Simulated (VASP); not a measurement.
The system is B.

```
CELL_PARAMETERS angstrom
2.34611 0.00000 0.00000
0.00000 2.34611 0.00000
0.00000 0.00000 1.58579
ATOMIC_POSITIONS crystal
B 0.50000 0.50000 0.50000
```

* Program: VASP 6.6.1
* Task: relaxation of cell and atoms
* Functional: BLYP
* Potentials or basis: VASP PAW PBE potentials, release 64 (B)
* Cutoff: 600 eV
* k mesh: 11 × 11 × 16
* Occupations: fermi-dirac, width 0.05 eV
* Spin: no spin polarisation

At the start: pressure 3.4 GPa; volume 8.73 Å³/atom.

Problem. How do energy, volume and symmetry change on relaxing?

Solution. Over 13 steps the energy falls by 39.0 meV/atom and the volume is 10.14 Å³/atom (+16.2 %); space group P4/mmm (No. 123, to 0.05 Å).

Step by step:
```csv
step,energy change (eV),largest force (eV/Å),pressure (GPa),volume (Å³)
1,0.0000,0.0000,3.41,8.73
2,-0.0142,0.0000,11.08,8.96
3,-0.0163,0.0000,9.18,8.90
4,-0.0308,0.0000,4.76,9.32
5,-0.0374,0.0000,1.19,9.75
6,-0.0340,0.0000,-4.37,10.65
7,-0.0384,0.0000,-1.26,10.10
8,-0.0385,0.0000,-0.79,10.03
9,-0.0389,0.0000,0.51,10.11
10,-0.0390,0.0000,0.25,10.09
11,-0.0390,0.0000,0.23,10.09
12,-0.0390,0.0000,0.12,10.11
13,-0.0390,0.0000,-0.03,10.14
```

Final structure:
```
CELL_PARAMETERS angstrom
2.53964 0.00000 0.00000
0.00000 2.53964 0.00000
0.00000 0.00000 1.57264
ATOMIC_POSITIONS crystal
B 0.50000 0.50000 0.50000
```

Caveat: the volume moved by over 15 % at a fixed basis, so the end points are rough; the PAW data sets were made with another functional, which shifts forces and pressure a little.
